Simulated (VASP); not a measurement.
# Os (P6_3/mmc) in VASP: a series of runs, part 2 of 2

VASP 6.6.1. Earlier steps stand in the parts before.

## 3. Single point, r2SCAN

This run uses another cell than the first one, of 14.01 Å³/atom, 1.002 times its volume.

File POSCAR:

```
Os
1.0
    2.7363086566      0.0000000000      0.0000000000
   -1.3681543283      2.3697128092      0.0000000000
    0.0000000000      0.0000000000      4.3224283910
Os
2
Direct
    0.3333333333      0.6666666667      0.2500000000
    0.6666666667      0.3333333333      0.7500000000
```

File INCAR.step1:

```
SYSTEM = Os
ALGO = Normal ; EDIFF = 1E-4
ENCUT = 520 ; GGA = PE
ISMEAR = 0 ; LASPH = .TRUE.
LCHARG = .FALSE. ; LREAL = .FALSE.
LWAVE = .TRUE. ; NBANDS = 15
NELM = 100 ; PREC = Accurate
SIGMA = 0.1
```

File INCAR.step2:

```
SYSTEM = Os
ALGO = Normal ; EDIFF = 1E-7
ENCUT = 520 ; ISIF = 2
ISMEAR = 0 ; ISTART = 1
LASPH = .TRUE. ; LCHARG = .FALSE.
LMIXTAU = .TRUE. ; LREAL = .FALSE.
LWAVE = .FALSE. ; METAGGA = R2SCAN
NBANDS = 15 ; NELM = 100
PREC = Accurate ; SIGMA = 0.1
```

File KPOINTS:

```
k-points
0
G
  18 18 10
  0 0 0
```

Potentials or basis: VASP PAW PBE potentials, release 64 (Os).

Run with:

```
cat potpaw_PBE.64/Os/POTCAR > POTCAR
cp INCAR.step1 INCAR
mpirun -np 1 vasp_std > vasp.out
cp INCAR.step2 INCAR
mpirun -np 1 vasp_std > vasp.out
```

OUTCAR:

```text
SYSTEM = Os
   EDIFF = 1E-7
   ENCUT = 520
   ISIF = 2
   ISMEAR = 0
   ISTART = 1
   LASPH = .TRUE.
   LREAL = .FALSE.
   METAGGA = R2SCAN
   NELM = 100
   PREC = Accurate

 ion  position               nearest neighbor table
   1  0.333  0.667  0.250-   2 2.68   2 2.68   2 2.68   2 2.68   2 2.68   2 2.68
   2  0.667  0.333  0.750-   1 2.68   1 2.68   1 2.68   1 2.68   1 2.68   1 2.68

  LATTYP: Found a hexagonal cell.
 ALAT       =     2.7363086566
 C/A-ratio  =     1.5796567323

  Lattice vectors:

 A1 = (   2.7363086566,   0.0000000000,   0.0000000000)
 A2 = (  -1.3681543283,   2.3697128092,   0.0000000000)
 A3 = (   0.0000000000,   0.0000000000,   4.3224283910)

Analysis of symmetry for initial positions (statically):
=====================================================================
 Subroutine PRICEL returns:
 Original cell was already a primitive cell.

 Routine SETGRP: Setting up the symmetry group for a
 hexagonal supercell.

 Subroutine GETGRP returns: Found 24 space group operations
 (whereof 12 operations were pure point group operations)
 out of a pool of 24 trial point group operations.

The static configuration has the point symmetry D_3d.
 The point group associated with its full space group is D_6h.

Analysis of symmetry for dynamics (positions and initial velocities):
=====================================================================
 Subroutine PRICEL returns:
 Original cell was already a primitive cell.

 Routine SETGRP: Setting up the symmetry group for a
 hexagonal supercell.

 Subroutine GETGRP returns: Found 24 space group operations
 (whereof 12 operations were pure point group operations)
 out of a pool of 24 trial point group operations.

The dynamic configuration has the point symmetry D_3d.
 The point group associated with its full space group is D_6h.

 Subroutine INISYM returns: Found 24 space group operations
 (whereof 12 operations are pure point group operations),
 and found     1 'primitive' translations

----------------------------------------------------------------------------------------
[... 118 lines left out ...]
   METAGGA = R2SCAN    functional components
   LHFCALC =     F    Hartree Fock is set to
   AEXX    =    0.0000 exact exchange contribution
   IVDW    =     0    specifies the selected vdW correction
   LEPSILON=     F    determine dielectric tensor
   LRPA    =     F    only Hartree local field effects (RPA)
 non-spin polarized calculation
 Gauss-broadening in eV      SIGMA  =   0.10
  energy-cutoff  :      520.00
  volume of cell :       28.03
 maximum number of plane-waves:       774
   NGX = 11   NGY = 11   NGZ = 17

 number of electron      15.9999999 magnetization

 Free energy of the ion-electron system (eV)
  ---------------------------------------------------
  ext. energy  EPLUGINS =         0.00000000
  ---------------------------------------------------
  free energy    TOTEN  =      -106.00680452 eV

  energy without entropy =     -105.99951030  energy(sigma->0) =     -106.00315741

 E-fermi :   9.2349     XC(G=0): -15.3794

 val. band max:        9.2237056370   @ k =   0.2222   0.0556   0.3000
 cond. band min:       9.2383835852   @ k =   0.2778   0.0000   0.1000
 fundamental gap:      0.0146779482
 Fermi energy:         9.2349366106

 k-point     1 :       0.0000    0.0000    0.0000
  band No.  band energies     occupation
      1      -2.1826      2.00000
      2       1.1144      2.00000
      3       6.0681      2.00000
      4       6.0681      2.00000
      5       6.3359      2.00000
      6       6.9331      2.00000
      7       6.9331      2.00000
      8       7.5972      2.00000
      9       7.5972      2.00000
     10       9.2445      0.89188
     11      10.9804      0.00000
     12      10.9804      0.00000
     13      18.7806      0.00000
     14      24.0153      0.00000
[... 401 lines left out ...]
      2       2.2461      2.00000
      3       2.6084      2.00000
      4       5.4674      2.00000
      5       5.5570      2.00000
      6       6.4785      2.00000
      7       7.2332      2.00000
      8      10.8765      0.00000
      9      11.3241      0.00000
     10      11.8096      0.00000
     11      13.2950      0.00000
     12      16.4942      0.00000
     13      19.1564      0.00000
     14      20.2943      0.00000
     15      21.9984      0.00000

 [... further k-points ...]
[... 5 lines left out ...]
  --------------------------------------------------------------------------------------
  -------------------------------------------------------------------------------------
  Total        0.1726858      0.1726858      0.1765771     -0.0000000      0.0000000      0.0000000
  in kB        9.8713975      9.8713975     10.0938379     -0.0000000      0.0000000      0.0000000
  external PRESSURE =       9.9455443 kB  Pullay stress =       0.0000000 kB

 VOLUME and BASIS-vectors are now :
 -----------------------------------------------------------------------------
  energy-cutoff  :      520.00
  volume of cell :       28.03
      direct lattice vectors                 reciprocal lattice vectors
     2.736308657  0.000000000  0.000000000     0.365455848  0.210996032  0.000000000
    -1.368154328  2.369712809  0.000000000     0.000000000  0.421992064  0.000000000
     0.000000000  0.000000000  4.322428391     0.000000000  0.000000000  0.231351432

 POSITION                                       TOTAL-FORCE (eV/Angst)
 -----------------------------------------------------------------------------------
     -0.00000      1.57981      1.08061         0.000000      0.000000      0.000000
      1.36815      0.78990      3.24182        -0.000000     -0.000000      0.000000
 -----------------------------------------------------------------------------------
    total drift:                               -0.000000      0.000000     -0.000000

  FREE ENERGIE OF THE ION-ELECTRON SYSTEM (eV)
  ---------------------------------------------------
  free  energy   TOTEN  =      -106.0068045207 eV

  energy  without entropy=     -105.9995103041  energy(sigma->0) =     -106.00315741
```

OUTCAR.step1:

```text
SYSTEM = Os
   EDIFF = 1E-4
   ENCUT = 520
   GGA = PE
   ISMEAR = 0
   LASPH = .TRUE.
   LREAL = .FALSE.
[... 655 lines left out ...]
     -0.00000      1.57981      1.08061         0.000000     -0.000000      0.000000
      1.36815      0.78990      3.24182        -0.000000      0.000000      0.000000
 -----------------------------------------------------------------------------------
    total drift:                               -0.000000      0.000000     -0.000000

  FREE ENERGIE OF THE ION-ELECTRON SYSTEM (eV)
  ---------------------------------------------------
  free  energy   TOTEN  =       -22.4863828658 eV

  energy  without entropy=      -22.4788381477  energy(sigma->0) =      -22.48261051
```

OSZICAR.step1:

```text
N       E                     dE             d eps       ncg     rms          rms(c)
DAV:   1     0.102922674630E+03    0.10292E+03   -0.73761E+03  6668   0.102E+03
DAV:   2    -0.190358183362E+02   -0.12196E+03   -0.10649E+03  6786   0.327E+02
DAV:   3    -0.238583666016E+02   -0.48225E+01   -0.46571E+01  9103   0.572E+01
DAV:   4    -0.238936041542E+02   -0.35238E-01   -0.35203E-01  7123   0.507E+00
DAV:   5    -0.238937922715E+02   -0.18812E-03   -0.18811E-03  9216   0.347E-01    0.233E+01
DAV:   6    -0.228171749110E+02    0.10766E+01   -0.87539E-01  8410   0.798E+00    0.106E+01
DAV:   7    -0.224944912042E+02    0.32268E+00   -0.62206E-01  8613   0.659E+00    0.527E-01
DAV:   8    -0.224890316881E+02    0.54595E-02   -0.62906E-03  6842   0.600E-01    0.339E-01
DAV:   9    -0.224863604579E+02    0.26712E-02   -0.16342E-03  8109   0.402E-01    0.456E-02
DAV:  10    -0.224863828658E+02   -0.22408E-04   -0.57092E-05  5402   0.689E-02
   1 F= -.22486383E+02 E0= -.22482611E+02  d E =-.754472E-02
```

It took 1.9 min on 1 thread of Intel Xeon 6975P-C (Granite Rapids), shared host; peak memory 0.2 GiB.

What came out:

* Free energy: -106.0068 eV
* Pressure: 1.0 GPa
* Band gap on the k mesh: zero (band 8 reaches 11.33 eV, above the bottom of band 9 at 7.27 eV)

Levels at points of the mesh, in eV from the Fermi level:
| k point | band 6 | band 7 | band 8 | band 9 | band 10 | band 11 |
| --- | --- | --- | --- | --- | --- | --- |
| (0.00, 0.00, 0.00) | -2.30 | -2.30 | -1.64 | -1.64 | 0.01 | 1.75 |
| (0.50, 0.00, 0.00) | -2.70 | -1.95 | 2.10 | 2.68 | 2.79 | 4.58 |
| (0.00, 0.00, 0.50) | -3.38 | -3.38 | -3.38 | 0.92 | 0.92 | 0.92 |
| (0.50, 0.00, 0.50) | -1.26 | -0.18 | -0.18 | 2.45 | 2.45 | 3.42 |

Caveat: the PAW data sets were made with another functional, which shifts forces and pressure a little; spin-orbit coupling is left out, which moves the levels of the heavy elements.
